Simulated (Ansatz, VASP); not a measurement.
**Two plane-wave programs on ZnS**

File POSCAR:

```
ZnS
1.0
    0.0000000000      2.6945131952      2.7349308931
    2.6945131952      0.0000000000      2.7349308931
    2.6945131952      2.6945131952      0.0000000000
Zn S
1 1
Direct
    0.0000000000      0.0000000000      0.0000000000
    0.7500000000      0.7500000000      0.7500000000
```

Contents of INCAR.step1:

```
ALGO = Normal
EDIFF = 1E-4
ENCUT = 520
GGA = PE
ISMEAR = 0
LASPH = T
LCHARG = F
LREAL = F
LWAVE = T
NBANDS = 16
NELM = 60
PREC = Accurate
SIGMA = 0.05
```

INCAR.step2

```
ALGO = Normal
EDIFF = 1E-7
ENCUT = 520
ISIF = 2
ISMEAR = 0
ISTART = 1
LASPH = T
LCHARG = F
LMIXTAU = T
LREAL = F
LWAVE = F
METAGGA = R2SCAN
NBANDS = 16
NELM = 60
PREC = Accurate
SIGMA = 0.05
```

File KPOINTS:

```
k-points
0
Gamma
  8 8 8
```

Input for Ansatz:

```yaml
crystal:
  lattice:
    - [0.0, 2.6945131952, 2.7349308931]
    - [2.6945131952, 0.0, 2.7349308931]
    - [2.6945131952, 2.6945131952, 0.0]
  atoms:
    - { symbol: Zn, position: [0.0, 0.0, 0.0] }
    - { symbol: S, position: [0.75, 0.75, 0.75] }
basis:
  ecutwfc: 500
kpoints:
  mp_grid: { grid: [8, 8, 8] }
hamiltonian:
  xc: r2scan
scf:
  occupations: { method: gaussian, width: 0.05 }
output:
  forces: true
  stress: true
  eigenvalues: true
  write_density: true
  write_potential: true
  elf: true
  volumetric_format: npy
```

Change from the starting cell: strain +0.000 along x and y, +0.015 along z, atoms carried along.

Alike in both runs: task single point; functional r2SCAN; k mesh 8 × 8 × 8; occupations gaussian, width 0.05 eV; no spin polarisation.

|  | VASP | Ansatz |
| --- | --- | --- |
| version | VASP 6.6.1 | Ansatz 0.2.0 |
| potentials or method | VASP PAW PBE potentials, release 64 (Zn, S), cutoff 520 eV | scalar-relativistic, plane waves, PAW |
| valence electrons in the cell | 18 | 18 |

VASP gave:

| Quantity | Value |
| --- | --- |
| gap on the k mesh at the Fermi level (eV) | 2.63 |
| least direct gap on the mesh (eV) | 2.63 |
| pressure (GPa) | -1.1 |
| traceless stress, the component that is largest in VASP (GPa) | -0.47 |

Q: Which values does Ansatz return?

A: gap on the k mesh at the Fermi level (eV): 2.62; least direct gap on the mesh (eV): 2.62; pressure (GPa): -1.1; traceless stress, the component that is largest in VASP (GPa): -0.45.

VASP's potentials were made for PBE, not for r2SCAN.
